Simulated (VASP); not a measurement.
# ZnS (F-43m) in VASP: a series of runs

ZnS is run at these levels: PBEsol; tasks: single point.

Everything below comes from runs of VASP 6.6.1. Logs are shortened: lines on timing, memory, paths and dates and some standing lists are left out, and cuts for length are marked.

## (1) The cell of the first run

The structure is cubic, space group F-43m (No. 216). The conventional cell has a = 5.114 Å, b = 5.114 Å, c = 5.114 Å, α = 90.00°, β = 90.00°, γ = 90.00°. Zn (site symmetry -43m) has 4 S at 2.21 Å within 2.9 Å. S (site symmetry -43m) has 4 Zn at 2.21 Å within 2.9 Å.

## (2) Single point, PBEsol

Input file INCAR:

```
ALGO = Normal ; EDIFF = 1E-6
ENCUT = 500 ; GGA = PS
GGA_COMPAT = False ; ISIF = 2
ISMEAR = 0 ; LASPH = True
LCHARG = False ; LREAL = False
LWAVE = False ; NBANDS = 16
NELM = 120 ; PREC = Accurate
SIGMA = 0.01
```

Input file KPOINTS:

```
k-points
0
Gamma
  8 8 8
```

Input file POSCAR:

```
ZnS
1.0
    2.5568124068      2.5568124068      0.0000000000
   -2.5568124068      2.5568124068      0.0000000000
    0.0000000000      2.5568124068      2.5568124068
Zn S
1 1
Direct
    0.7500000000      0.2500000000      0.5000000000
    0.0000000000      0.0000000000      0.0000000000
```

Potentials or basis: VASP PAW PBE potentials, release 64 (Zn, S).

The run is started by

```bash
cat potpaw_PBE.64/Zn/POTCAR potpaw_PBE.64/S/POTCAR > POTCAR
mpirun -np 1 vasp_std > vasp.out
```

OUTCAR:

```text
EDIFF = 1E-6
   ENCUT = 500
   GGA = PS
   ISIF = 2
   ISMEAR = 0
   LASPH = True
   LREAL = False
   NELM = 120
   PREC = Accurate

 ion  position               nearest neighbor table
   1  0.750  0.250  0.500-   2 2.21   2 2.21   2 2.21   2 2.21
   2  0.000  0.000  0.000-   1 2.21   1 2.21   1 2.21   1 2.21

  LATTYP: Found a face centered cubic cell.
 ALAT       =     5.1136248136

  Lattice vectors:

 A1 = (   0.0000000000,   2.5568124068,   2.5568124068)
 A2 = (   2.5568124068,   0.0000000000,   2.5568124068)
 A3 = (   2.5568124068,   2.5568124068,   0.0000000000)

Analysis of symmetry for initial positions (statically):
=====================================================================
 Subroutine PRICEL returns:
 Original cell was already a primitive cell.

 Routine SETGRP: Setting up the symmetry group for a
 face centered cubic supercell.

 Subroutine GETGRP returns: Found 24 space group operations
 (whereof 24 operations were pure point group operations)
 out of a pool of 48 trial point group operations.

The static configuration has the point symmetry T_d .

Analysis of symmetry for dynamics (positions and initial velocities):
=====================================================================
 Subroutine PRICEL returns:
 Original cell was already a primitive cell.

 Routine SETGRP: Setting up the symmetry group for a
 face centered cubic supercell.

 Subroutine GETGRP returns: Found 24 space group operations
 (whereof 24 operations were pure point group operations)
 out of a pool of 48 trial point group operations.

The dynamic configuration has the point symmetry T_d .

 Subroutine INISYM returns: Found 24 space group operations
 (whereof 24 operations are pure point group operations),
 and found     1 'primitive' translations

----------------------------------------------------------------------------------------

                                     Primitive cell

  volume of cell :      33.4292

  direct lattice vectors                    reciprocal lattice vectors
     2.556812407  2.556812407  0.000000000     0.195555997  0.195555997 -0.195555997
    -2.556812407  2.556812407  0.000000000    -0.195555997  0.195555997 -0.195555997
     0.000000000  2.556812407  2.556812407     0.000000000  0.000000000  0.391111995

  length of vectors
[... 80 lines left out ...]
   ENCUT  =  500.0 eV  36.75 Ry    6.06 a.u.   6.59  6.59  6.59*2*pi/ulx,y,z
   NELM   =    120;   NELMIN=  2; NELMDL= -5     # of ELM steps
   EDIFF  = 0.1E-05   stopping-criterion for ELM
   LREAL  =      F    real-space projection
   EDIFFG = 0.1E-04   stopping-criterion for IOM
   NSW    =      0    number of steps for IOM
   IBRION =     -1    ionic relax: 0-MD 1-quasi-New 2-CG
   NFREE  =      0    steps in history (QN), initial steepest desc. (CG)
   ISIF   =      2    stress and relaxation
   ISYM   =      2    0-nonsym 1-usesym 2-fastsym
   POTIM  = 0.5000    time-step for ionic-motion
   TEBEG  =    0.0;   TEEND  =   0.0 temperature during run
   PSTRESS=    0.0 pullay stress
   NELECT =      18.0000    total number of electrons
   NUPDOWN=      -1.0000    fix difference up-down
   EMIN   =  10.00;   EMAX   =-10.00  energy-range for DOS
   EFERMI =   0.00;   METHOD = LEGACY
   ISMEAR =     0;   SIGMA  =   0.01  broadening in eV -4-tet -1-fermi 0-gaus
   EFERMI_NEDOS =   21; number of points for ismear=-14 and -15
   IALGO  =     38    algorithm
   IMIX   =      4    mixing-type and parameters
     AMIX     =   0.40;   BMIX     =  1.00
     AMIX_MAG =   1.60;   BMIX_MAG =  1.00
  volume/ion in A,a.u.               =      16.71       112.80
  Fermi-wavevector in a.u.,A,eV,Ry     =   1.331855  2.516840 24.134512  1.773837
  Thomas-Fermi vector in A             =   2.460834
   LORBIT       =      0    0 simple, 1 ext, 2 COOP (PROOUT), +10 PAW based schemes
   GGA     = PS    functional components
   LHFCALC =     F    Hartree Fock is set to
   AEXX    =    0.0000 exact exchange contribution
   IVDW    =     0    specifies the selected vdW correction
   LEPSILON=     F    determine dielectric tensor
   LRPA    =     F    only Hartree local field effects (RPA)
 non-spin polarized calculation
 Gauss-broadening in eV      SIGMA  =   0.01
  energy-cutoff  :      500.00
  volume of cell :       33.43
 maximum number of plane-waves:       877
 NGX is ok and might be reduce to    28
   NGX = 13   NGY = 13   NGZ = 13

 number of electron      18.0000000 magnetization

 Free energy of the ion-electron system (eV)
  ---------------------------------------------------
  ext. energy  EPLUGINS =         0.00000000
  ---------------------------------------------------
  free energy    TOTEN  =        -7.37386236 eV

  energy without entropy =       -7.37386236  energy(sigma->0) =       -7.37386236

 E-fermi :   3.7946     XC(G=0): -10.6485

 val. band max:        3.7241956978   @ k =   0.0000   0.0000   0.0000
 cond. band min:       6.4490447223   @ k =   0.0000   0.0000   0.0000
 fundamental gap:      2.7248490245
 Fermi energy:         3.7946244878

 k-point     1 :       0.0000    0.0000    0.0000
  band No.  band energies     occupation
      1     -10.7445      2.00000
      2      -3.4831      2.00000
      3      -3.4831      2.00000
      4      -3.4831      2.00000
      5      -2.7696      2.00000
      6      -2.7696      2.00000
[... 433 lines left out ...]
      3      -3.2440      2.00000
      4      -2.9273      2.00000
      5      -2.7578      2.00000
      6      -2.4360      2.00000
[... 8 lines left out ...]
     15      17.6572      0.00000
     16      18.7495      0.00000

 [... further k-points ...]

------------------------ aborting loop because EDIFF is reached ----------------------------------------

  FORCE on cell =-STRESS in cart. coord.  units (eV):
  Direction    XX          YY          ZZ          XY          YZ          ZX
  --------------------------------------------------------------------------------------
  -------------------------------------------------------------------------------------
  Total        3.1805539      3.1805539      3.1805539     -0.0000000     -0.0000000      0.0000000
  in kB      152.4357194    152.4357194    152.4357194     -0.0000000     -0.0000000      0.0000000
  external PRESSURE =     152.4357194 kB  Pullay stress =       0.0000000 kB

 VOLUME and BASIS-vectors are now :
 -----------------------------------------------------------------------------
  energy-cutoff  :      500.00
  volume of cell :       33.43
      direct lattice vectors                 reciprocal lattice vectors
     2.556812407  2.556812407  0.000000000     0.195555997  0.195555997 -0.195555997
    -2.556812407  2.556812407  0.000000000    -0.195555997  0.195555997 -0.195555997
     0.000000000  2.556812407  2.556812407     0.000000000  0.000000000  0.391111995

 POSITION                                       TOTAL-FORCE (eV/Angst)
 -----------------------------------------------------------------------------------
      1.27841      3.83522      1.27841        -0.000000      0.000000      0.000000
      0.00000      0.00000      0.00000         0.000000     -0.000000      0.000000
 -----------------------------------------------------------------------------------
    total drift:                               -0.000001      0.000000     -0.000000

  FREE ENERGIE OF THE ION-ELECTRON SYSTEM (eV)
  ---------------------------------------------------
  free  energy   TOTEN  =        -7.3738623642 eV

  energy  without entropy=       -7.3738623642  energy(sigma->0) =       -7.37386236
```

stdout:

```text
POSCAR found type information on POSCAR ZnS
 POSCAR found :  2 types and       2 ions
 scaLAPACK will be used
 -----------------------------------------------------------------------------
|                                                                             |
|                                                                             |
|     You enforced a specific xc type in the INCAR file but a different       |
|     I HOPE YOU KNOW WHAT YOU ARE DOING!                                     |
|                                                                             |
 -----------------------------------------------------------------------------

 LDA part: xc-table for (Slater+PW92), standard interpolation
 POSCAR, INCAR and KPOINTS ok, starting setup
 FFT: planning ... GRIDC
 FFT: planning ... GRID_SOFT
 FFT: planning ... GRID
 WAVECAR not read
 entering main loop
```

Wall time 24 s (1 thread of Intel Xeon 8259CL, shared host); peak memory 0.16 GiB.

What came out:

| Item | Value |
| --- | --- |
| Free energy | -7.3739 eV |
| Pressure | 15.2 GPa |
| Band gap on the k mesh | 2.72 eV |

Caveat: the cell stands under pressure; the PAW data sets were made with another functional, which shifts forces and pressure a little. A k mesh can miss the band edges.

## (3) Single point, PBEsol

This run uses another cell than the first one, of 17.83 Å³/atom.

Input file INCAR:

```
SYSTEM = ZnS
ALGO = Normal
EDIFF = 1E-6
ENCUT = 500
GGA = PS
GGA_COMPAT = .False.
ISIF = 2
ISMEAR = 0
LASPH = .True.
LCHARG = .False.
LREAL = .False.
LWAVE = .False.
NBANDS = 16
NELM = 120
PREC = Accurate
SIGMA = 0.01
```

Input file KPOINTS:

```
k-points
0
Gamma
  8 8 8
  0 0 0
```

Input file POSCAR:

```
ZnS
1.0
    2.6122374996      2.6122374996      0.0000000000
   -2.6122374996      2.6122374996      0.0000000000
    0.0000000000      2.6122374996      2.6122374996
Zn S
1 1
Direct
    0.7500000000      0.2500000000      0.5000000000
    0.0000000000      0.0000000000      0.0000000000
```

Potentials or basis: VASP PAW PBE potentials, release 64 (Zn, S).

The run is started by

```bash
cat potpaw_PBE.64/Zn/POTCAR potpaw_PBE.64/S/POTCAR > POTCAR
mpirun -np 1 vasp_std > vasp.out
```

Run time: 26 s. Hardware: 1 thread of Intel Xeon 8259CL, shared host; peak memory 0.16 GiB.

Results (log left out):

```
Free energy            : -7.5274 eV
Pressure               : 7.2 GPa
Band gap on the k mesh : 2.43 eV
```

Levels at points of the mesh, in eV from the valence-band top:
| k point | band 6 | band 7 | band 8 | band 9 | band 10 | band 11 | band 12 | band 13 |
| --- | --- | --- | --- | --- | --- | --- | --- | --- |
| (0.00, 0.00, 0.00) | -6.22 | 0.00 | 0.00 | 0.00 | 2.43 | 6.21 | 6.21 | 6.21 |
| (0.50, 0.00, 0.00) | -6.14 | -5.92 | -1.03 | -1.03 | 3.38 | 6.75 | 6.75 | 9.04 |
| (0.50, 0.50, 0.00) | -5.97 | -5.02 | -2.64 | -2.64 | 2.99 | 3.91 | 11.60 | 12.58 |

Caveat: the cell stands under pressure; the PAW data sets were made with another functional, which shifts forces and pressure a little.
